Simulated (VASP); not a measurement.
# ZnS (Fm-3m) in VASP: further runs

ZnS is run at these levels: PBE; tasks: single point.

Program: VASP 6.6.1. These are calculated values, not measurements. Logs are shortened: lines on timing, memory, paths and dates and some standing lists are left out, and cuts for length are marked.

**1. The cell of the first run**

It takes space group Fm-3m (No. 225, cubic). Conventional cell: a = 5.154 Å, b = 5.154 Å, c = 5.154 Å, α = 90.00°, β = 90.00°, γ = 90.00°. Zn (site symmetry m-3m) has 6 S at 2.58 Å within 3.4 Å. Within 3.4 Å of S (site symmetry m-3m) lie 6 Zn at 2.58 Å.

**2. Single point, PBE (volume changed by +3%)**

Input file INCAR:

```
PREC = Accurate ; ENCUT = 520
EDIFF = 1E-6 ; ISMEAR = -1
SIGMA = 0.02 ; LREAL = F
LASPH = T ; NELM = 100
ALGO = Normal ; ISIF = 2
LWAVE = F ; LCHARG = F
GGA = PE ; NBANDS = 16
```

Input file KPOINTS:

```
Automatic mesh
0
Gamma
  8 8 8
```

Input file POSCAR:

```
ZnS
1.0
    0.0000000000      2.5771504766      2.5771504766
    2.5771504766      0.0000000000      2.5771504766
    2.5771504766      2.5771504766      0.0000000000
Zn S
1 1
Direct
    0.0000000000      0.0000000000      0.0000000000
    0.5000000000      0.5000000000      0.5000000000
```

Potentials or basis: VASP PAW PBE potentials, release 64 (Zn, S).

Launch:

```sh
cat potpaw_PBE.64/Zn/POTCAR potpaw_PBE.64/S/POTCAR > POTCAR
mpirun -np 1 vasp_std > vasp.out
```

OUTCAR:

```text
PREC = Accurate
   ENCUT = 520
   EDIFF = 1E-6
   ISMEAR = -1
   LREAL = F
   LASPH = T
   NELM = 100
   ISIF = 2
   GGA = PE

 ion  position               nearest neighbor table
   1  0.000  0.000  0.000-   2 2.58   2 2.58   2 2.58   2 2.58   2 2.58   2 2.58
   2  0.500  0.500  0.500-   1 2.58   1 2.58   1 2.58   1 2.58   1 2.58   1 2.58

  LATTYP: Found a face centered cubic cell.
 ALAT       =     5.1543009532

  Lattice vectors:

 A1 = (   0.0000000000,   2.5771504766,   2.5771504766)
 A2 = (   2.5771504766,   0.0000000000,   2.5771504766)
 A3 = (   2.5771504766,   2.5771504766,   0.0000000000)

Analysis of symmetry for initial positions (statically):
[... 33 lines left out ...]
                                     Primitive cell

  volume of cell :      34.2333

  direct lattice vectors                    reciprocal lattice vectors
     0.000000000  2.577150477  2.577150477    -0.194012730  0.194012730  0.194012730
     2.577150477  0.000000000  2.577150477     0.194012730 -0.194012730  0.194012730
     2.577150477  2.577150477  0.000000000     0.194012730  0.194012730 -0.194012730

  length of vectors
     3.644641156  3.644641156  3.644641156     0.336039906  0.336039906  0.336039906

  position of ions in fractional coordinates (direct lattice)
     0.000000000  0.000000000  0.000000000
     0.500000000  0.500000000  0.500000000

  ion indices of the primitive-cell ions
   primitive index   ion index
                 1           1
                 2           2

----------------------------------------------------------------------------------------

 KPOINTS: Automatic mesh

Automatic generation of k-mesh.
 Grid dimensions read from file:
 generate k-points for:    8    8    8

 Generating k-lattice:

  Cartesian coordinates                     Fractional coordinates (reciprocal lattice)
    -0.024251591  0.024251591  0.024251591     0.125000000  0.000000000  0.000000000
     0.024251591 -0.024251591  0.024251591     0.000000000  0.125000000  0.000000000
     0.024251591  0.024251591 -0.024251591     0.000000000  0.000000000  0.125000000

  Length of vectors
     0.042004988  0.042004988  0.042004988

  Shift w.r.t. Gamma in fractional coordinates (k-lattice)
     0.000000000  0.000000000  0.000000000

 Subroutine IBZKPT returns following result:
 ===========================================

 Found     29 irreducible k-points:

 Following reciprocal coordinates:
            Coordinates               Weight
  0.000000  0.000000  0.000000      1.000000
  0.125000  0.000000  0.000000      8.000000
  0.250000  0.000000  0.000000      8.000000
  0.375000  0.000000  0.000000      8.000000
  0.500000  0.000000  0.000000      4.000000
  0.125000  0.125000  0.000000      6.000000
[... 16 lines left out ...]
  0.500000  0.250000  0.125000     48.000000
 -0.375000  0.250000  0.125000     24.000000
 [... further k-points ...]
   k-points           NKPTS =     29   k-points in BZ     NKDIM =     29   number of bands    NBANDS=     16
   number of dos      NEDOS =    301   number of ions     NIONS =      2
   total plane-waves  NPLWV =  21952
   dimension x,y,z NGX =    28 NGY =   28 NGZ =   28
   dimension x,y,z NGXF=    56 NGYF=   56 NGZF=   56
   ions per type =               1   1
   NGX,Y,Z   is equivalent  to a cutoff of  12.77, 12.77, 12.77 a.u.
   NGXF,Y,Z  is equivalent  to a cutoff of  25.54, 25.54, 25.54 a.u.
 SYSTEM =  unknown system
   PREC   = accura    normal or accurate (medium, high low for compatibility)
   ISTART =      0    job   : 0-new  1-cont  2-samecut
   ICHARG =      2    charge: 1-file 2-atom 10-const
   ISPIN  =      1    spin polarized calculation?
   LNONCOLLINEAR =      F non collinear calculations
   LSORBIT =      F    spin-orbit coupling
   LASPH  =      T    aspherical Exc in radial PAW
   ENCUT  =  520.0 eV  38.22 Ry    6.18 a.u.   6.78  6.78  6.78*2*pi/ulx,y,z
   NELM   =    100;   NELMIN=  2; NELMDL= -5     # of ELM steps
   EDIFF  = 0.1E-05   stopping-criterion for ELM
   LREAL  =      F    real-space projection
   EDIFFG = 0.1E-04   stopping-criterion for IOM
   NSW    =      0    number of steps for IOM
   IBRION =     -1    ionic relax: 0-MD 1-quasi-New 2-CG
   NFREE  =      0    steps in history (QN), initial steepest desc. (CG)
   ISIF   =      2    stress and relaxation
   ISYM   =      2    0-nonsym 1-usesym 2-fastsym
   POTIM  = 0.5000    time-step for ionic-motion
   TEBEG  =    0.0;   TEEND  =   0.0 temperature during run
   PSTRESS=    0.0 pullay stress
   NELECT =      18.0000    total number of electrons
   NUPDOWN=      -1.0000    fix difference up-down
   EMIN   =  10.00;   EMAX   =-10.00  energy-range for DOS
   EFERMI =   0.00;   METHOD = LEGACY
   ISMEAR =    -1;   SIGMA  =   0.02  broadening in eV -4-tet -1-fermi 0-gaus
   EFERMI_NEDOS =   21; number of points for ismear=-14 and -15
   IALGO  =     38    algorithm
   IMIX   =      4    mixing-type and parameters
     AMIX     =   0.40;   BMIX     =  1.00
     AMIX_MAG =   1.60;   BMIX_MAG =  1.00
  volume/ion in A,a.u.               =      17.12       115.51
  Fermi-wavevector in a.u.,A,eV,Ry     =   1.321344  2.496978 23.755091  1.745950
  Thomas-Fermi vector in A             =   2.451105
   LORBIT       =      0    0 simple, 1 ext, 2 COOP (PROOUT), +10 PAW based schemes
   GGA     = PE    functional components
   LHFCALC =     F    Hartree Fock is set to
   AEXX    =    0.0000 exact exchange contribution
   IVDW    =     0    specifies the selected vdW correction
   LEPSILON=     F    determine dielectric tensor
   LRPA    =     F    only Hartree local field effects (RPA)
 non-spin polarized calculation
  energy-cutoff  :      520.00
  volume of cell :       34.23
 maximum number of plane-waves:       941
   NGX = 13   NGY = 13   NGZ = 13

 number of electron      17.9999991 magnetization

 Free energy of the ion-electron system (eV)
  ---------------------------------------------------
  ext. energy  EPLUGINS =         0.00000000
  ---------------------------------------------------
  free energy    TOTEN  =        -6.20931472 eV

  energy without entropy =       -6.20860096  energy(sigma->0) =       -6.20895784

 E-fermi :   3.5281     XC(G=0): -10.6414

 val. band max:        3.4891129197   @ k =  -0.2500   0.1250   0.0000
 cond. band min:       4.0379788115   @ k =   0.3750   0.3750   0.0000
 fundamental gap:      0.5488658918
 Fermi energy:         3.5281495632

 k-point     1 :       0.0000    0.0000    0.0000
  band No.  band energies     occupation
      1     -10.0366      2.00000
      2      -2.7036      2.00000
      3      -2.7036      2.00000
      4      -2.6901      2.00000
      5      -2.6901      2.00000
      6      -2.6901      2.00000
[... 8 lines left out ...]
     15      14.8317      0.00000
     16      14.8318      0.00000

 k-point     2 :       0.1250    0.0000    0.0000
  band No.  band energies     occupation
      1      -9.8650      2.00000
      2      -2.7478      2.00000
      3      -2.7478      2.00000
      4      -2.7114      2.00000
      5      -2.6702      2.00000
      6      -2.6702      2.00000
[... 8 lines left out ...]
     15      13.5548      0.00000
     16      14.6851      0.00000

 k-point     3 :       0.2500    0.0000    0.0000
  band No.  band energies     occupation
      1      -9.3931      2.00000
      2      -2.8551      2.00000
      3      -2.8551      2.00000
      4      -2.8126      2.00000
      5      -2.6180      2.00000
      6      -2.6180      2.00000
[... 8 lines left out ...]
     15      14.4798      0.00000
     16      14.5651      0.00000

 k-point     4 :       0.3750    0.0000    0.0000
  band No.  band energies     occupation
      1      -8.7937      2.00000
      2      -3.1349      2.00000
      3      -2.9587      2.00000
      4      -2.9587      2.00000
      5      -2.5649      2.00000
      6      -2.5649      2.00000
[... 8 lines left out ...]
     15      16.2073      0.00000
     16      16.2073      0.00000

 k-point     5 :       0.5000    0.0000    0.0000
  band No.  band energies     occupation
      1      -8.4805      2.00000
      2      -3.4397      2.00000
      3      -3.0005      2.00000
      4      -3.0005      2.00000
      5      -2.5427      2.00000
      6      -2.5427      2.00000
[... 8 lines left out ...]
     15      17.5406      0.00000
     16      17.5406      0.00000

 k-point     6 :       0.1250    0.1250    0.0000
  band No.  band energies     occupation
      1      -9.8107      2.00000
      2      -2.8100      2.00000
      3      -2.7089      2.00000
      4      -2.6921      2.00000
      5      -2.6750      2.00000
      6      -2.6750      2.00000
[... 8 lines left out ...]
     15      15.7548      0.00000
     16      15.9519      0.00000
[... 267 lines left out ...]
 k-point    21 :       0.5000    0.5000    0.0000
  band No.  band energies     occupation
      1      -8.3106      2.00000
      2      -2.8211      2.00000
      3      -2.6253      2.00000
      4      -2.4969      2.00000
      5      -2.4969      2.00000
      6      -2.1222      2.00000
[... 8 lines left out ...]
     15      17.9959      0.00000
     16      19.3278      0.00000

 k-point    22 :       0.3750    0.2500    0.1250
  band No.  band energies     occupation
      1      -9.0479      2.00000
      2      -3.0165      2.00000
      3      -2.8166      2.00000
      4      -2.7658      2.00000
      5      -2.6109      2.00000
      6      -2.5645      2.00000
[... 8 lines left out ...]
     15      17.2767      0.00000
     16      17.7269      0.00000

 k-point    23 :       0.5000    0.2500    0.1250
  band No.  band energies     occupation
      1      -8.5707      2.00000
      2      -3.0736      2.00000
      3      -2.9084      2.00000
      4      -2.8022      2.00000
      5      -2.5664      2.00000
      6      -2.5194      2.00000
[... 8 lines left out ...]
     15      17.6191      0.00000
     16      18.6755      0.00000

 k-point    24 :      -0.3750    0.2500    0.1250
  band No.  band energies     occupation
      1      -8.3389      2.00000
      2      -3.1029      2.00000
      3      -2.9069      2.00000
      4      -2.8552      2.00000
      5      -2.5361      2.00000
      6      -2.5114      2.00000
[... 8 lines left out ...]
     15      16.1374      0.00000
     16      19.0450      0.00000

 [... further k-points ...]

------------------------ aborting loop because EDIFF is reached ----------------------------------------

  FORCE on cell =-STRESS in cart. coord.  units (eV):
  Direction    XX          YY          ZZ          XY          YZ          ZX
  --------------------------------------------------------------------------------------
  -------------------------------------------------------------------------------------
  Total       -0.4885136     -0.4885136     -0.4885136      0.0000000      0.0000000      0.0000000
  in kB      -22.8632496    -22.8632496    -22.8632496      0.0000000      0.0000000      0.0000000
  external PRESSURE =     -22.8632496 kB  Pullay stress =       0.0000000 kB

 VOLUME and BASIS-vectors are now :
 -----------------------------------------------------------------------------
  energy-cutoff  :      520.00
  volume of cell :       34.23
      direct lattice vectors                 reciprocal lattice vectors
     0.000000000  2.577150477  2.577150477    -0.194012730  0.194012730  0.194012730
     2.577150477  0.000000000  2.577150477     0.194012730 -0.194012730  0.194012730
     2.577150477  2.577150477  0.000000000     0.194012730  0.194012730 -0.194012730

 POSITION                                       TOTAL-FORCE (eV/Angst)
 -----------------------------------------------------------------------------------
      0.00000      0.00000      0.00000         0.000000     -0.000000     -0.000000
      2.57715      2.57715      2.57715        -0.000000      0.000000      0.000000
 -----------------------------------------------------------------------------------
    total drift:                               -0.000000      0.000000      0.000000

  FREE ENERGIE OF THE ION-ELECTRON SYSTEM (eV)
  ---------------------------------------------------
  free  energy   TOTEN  =        -6.2093147194 eV

  energy  without entropy=       -6.2086009641  energy(sigma->0) =       -6.20895784
```

Run time: 23 s. Hardware: 1 thread of Intel Xeon Platinum 8259CL at 2.50GHz (Skylake/Cascade Lake), shared host; peak memory 0.16 GiB.

What came out:

```
Free energy            : -6.2093 eV
Pressure               : -2.3 GPa
Band gap on the k mesh : zero (band 9 reaches 3.49 eV, above the bottom of band 10 at 3.20 eV)
```

**3. Single point, PBE (volume changed by +6%)**

Input file INCAR:

```
SYSTEM = ZnS
PREC = Accurate
ENCUT = 520
EDIFF = 1E-6
ISMEAR = -1
SIGMA = 0.02
LREAL = .False.
LASPH = .True.
NELM = 100
ALGO = Normal
ISIF = 2
LWAVE = .False.
LCHARG = .False.
GGA = PE
NBANDS = 16
```

Input file KPOINTS:

```
Automatic mesh
0
Gamma
  8 8 8
  0 0 0
```

Input file POSCAR:

```
ZnS
1.0
    0.0000000000      2.6019322899      2.6019322899
    2.6019322899      0.0000000000      2.6019322899
    2.6019322899      2.6019322899      0.0000000000
Zn S
1 1
Direct
    0.0000000000      0.0000000000      0.0000000000
    0.5000000000      0.5000000000      0.5000000000
```

Potentials or basis: VASP PAW PBE potentials, release 64 (Zn, S).

Launch:

```sh
cat potpaw_PBE.64/Zn/POTCAR potpaw_PBE.64/S/POTCAR > POTCAR
mpirun -np 1 vasp_std > vasp.out
```

OUTCAR:

```text
SYSTEM = ZnS
   PREC = Accurate
   ENCUT = 520
   EDIFF = 1E-6
   ISMEAR = -1
   LREAL = .False.
   LASPH = .True.
   NELM = 100
   ISIF = 2
   GGA = PE

 ion  position               nearest neighbor table
   1  0.000  0.000  0.000-   2 2.60   2 2.60   2 2.60   2 2.60   2 2.60   2 2.60
   2  0.500  0.500  0.500-   1 2.60   1 2.60   1 2.60   1 2.60   1 2.60   1 2.60

  LATTYP: Found a face centered cubic cell.
 ALAT       =     5.2038645798

  Lattice vectors:

 A1 = (   0.0000000000,   2.6019322899,   2.6019322899)
 A2 = (   2.6019322899,   0.0000000000,   2.6019322899)
 A3 = (   2.6019322899,   2.6019322899,   0.0000000000)

Analysis of symmetry for initial positions (statically):
[... 33 lines left out ...]
                                     Primitive cell

  volume of cell :      35.2304

  direct lattice vectors                    reciprocal lattice vectors
     0.000000000  2.601932290  2.601932290    -0.192164878  0.192164878  0.192164878
     2.601932290  0.000000000  2.601932290     0.192164878 -0.192164878  0.192164878
     2.601932290  2.601932290  0.000000000     0.192164878  0.192164878 -0.192164878

  length of vectors
     3.679687933  3.679687933  3.679687933     0.332839331  0.332839331  0.332839331
[... 127 lines left out ...]

 E-fermi :   3.2404     XC(G=0): -10.5022

 val. band max:        3.2013625477   @ k =  -0.2500   0.1250   0.0000
 cond. band min:       3.7512135092   @ k =   0.3750   0.3750   0.0000
 fundamental gap:      0.5498509615
 Fermi energy:         3.2404115028

 k-point     1 :       0.0000    0.0000    0.0000
  band No.  band energies     occupation
      1     -10.1107      2.00000
      2      -2.9371      2.00000
      3      -2.9371      2.00000
      4      -2.9245      2.00000
      5      -2.9245      2.00000
      6      -2.9245      2.00000
[... 433 lines left out ...]
      3      -3.1196      2.00000
      4      -3.0688      2.00000
      5      -2.7823      2.00000
      6      -2.7596      2.00000
[... 8 lines left out ...]
     15      15.7558      0.00000
     16      18.5978      0.00000

 [... further k-points ...]

------------------------ aborting loop because EDIFF is reached ----------------------------------------

  FORCE on cell =-STRESS in cart. coord.  units (eV):
  Direction    XX          YY          ZZ          XY          YZ          ZX
  --------------------------------------------------------------------------------------
  -------------------------------------------------------------------------------------
  Total       -0.9405158     -0.9405158     -0.9405158      0.0000000      0.0000000      0.0000000
  in kB      -42.7719184    -42.7719184    -42.7719184      0.0000000      0.0000000      0.0000000
  external PRESSURE =     -42.7719184 kB  Pullay stress =       0.0000000 kB

 VOLUME and BASIS-vectors are now :
 -----------------------------------------------------------------------------
  energy-cutoff  :      520.00
  volume of cell :       35.23
      direct lattice vectors                 reciprocal lattice vectors
     0.000000000  2.601932290  2.601932290    -0.192164878  0.192164878  0.192164878
     2.601932290  0.000000000  2.601932290     0.192164878 -0.192164878  0.192164878
     2.601932290  2.601932290  0.000000000     0.192164878  0.192164878 -0.192164878

 POSITION                                       TOTAL-FORCE (eV/Angst)
 -----------------------------------------------------------------------------------
      0.00000      0.00000      0.00000         0.000000      0.000000      0.000000
      2.60193      2.60193      2.60193         0.000000      0.000000     -0.000000
 -----------------------------------------------------------------------------------
    total drift:                               -0.000000      0.000000      0.000000

  FREE ENERGIE OF THE ION-ELECTRON SYSTEM (eV)
  ---------------------------------------------------
  free  energy   TOTEN  =        -6.1889091769 eV

  energy  without entropy=       -6.1881945180  energy(sigma->0) =       -6.18855185
```

OSZICAR:

```text
N       E                     dE             d eps       ncg     rms          rms(c)
DAV:   1     0.840255705166E+02    0.84026E+02   -0.88538E+03   928   0.140E+03
DAV:   2    -0.173662282722E+01   -0.85762E+02   -0.79318E+02  1112   0.261E+02
DAV:   3    -0.664450031207E+01   -0.49079E+01   -0.48867E+01  1152   0.593E+01
DAV:   4    -0.668616510804E+01   -0.41665E-01   -0.41660E-01  1096   0.562E+00
DAV:   5    -0.668661045461E+01   -0.44535E-03   -0.44534E-03  1192   0.575E-01    0.615E+00
DAV:   6    -0.621894043230E+01    0.46767E+00   -0.80843E-01  1320   0.275E+01    0.483E+00
DAV:   7    -0.619211168164E+01    0.26829E-01   -0.16964E-01  1104   0.394E+00    0.251E+00
DAV:   8    -0.618897434033E+01    0.31373E-02   -0.55218E-03  1248   0.915E-01    0.541E-01
DAV:   9    -0.618885169695E+01    0.12264E-03   -0.12390E-03  1184   0.302E-01    0.672E-02
DAV:  10    -0.618890841539E+01   -0.56718E-04   -0.10825E-04  1144   0.860E-02    0.273E-02
DAV:  11    -0.618890917693E+01   -0.76155E-06   -0.93229E-06  1304   0.422E-02
   1 F= -.61889092E+01 E0= -.61885518E+01  d E =-.714659E-03
```

stdout:

```text
POSCAR found type information on POSCAR ZnS
 POSCAR found :  2 types and       2 ions
 scaLAPACK will be used
 LDA part: xc-table for (Slater+PW92), standard interpolation
 POSCAR, INCAR and KPOINTS ok, starting setup
 FFT: planning ... GRIDC
 FFT: planning ... GRID_SOFT
 FFT: planning ... GRID
 WAVECAR not read
 entering main loop
```

Wall time 24 s (1 thread of Intel Xeon Platinum 8259CL at 2.50GHz (Skylake/Cascade Lake), shared host); peak memory 0.16 GiB.

What came out:

```
Free energy            : -6.1889 eV
Pressure               : -4.3 GPa
Band gap on the k mesh : zero (band 9 reaches 3.20 eV, above the bottom of band 10 at 2.92 eV)
```

Levels at points of the mesh, in eV from the Fermi level:
```tsv
k point	band 7	band 8	band 9	band 10	band 11	band 12
(0.00, 0.00, 0.00)	-0.54	-0.54	-0.54	1.37	9.05	9.05
(0.50, 0.00, 0.00)	-5.19	-0.13	-0.13	3.84	5.61	5.61
(0.50, 0.50, 0.00)	-4.77	-2.28	-2.28	-0.33	5.57	11.18
```
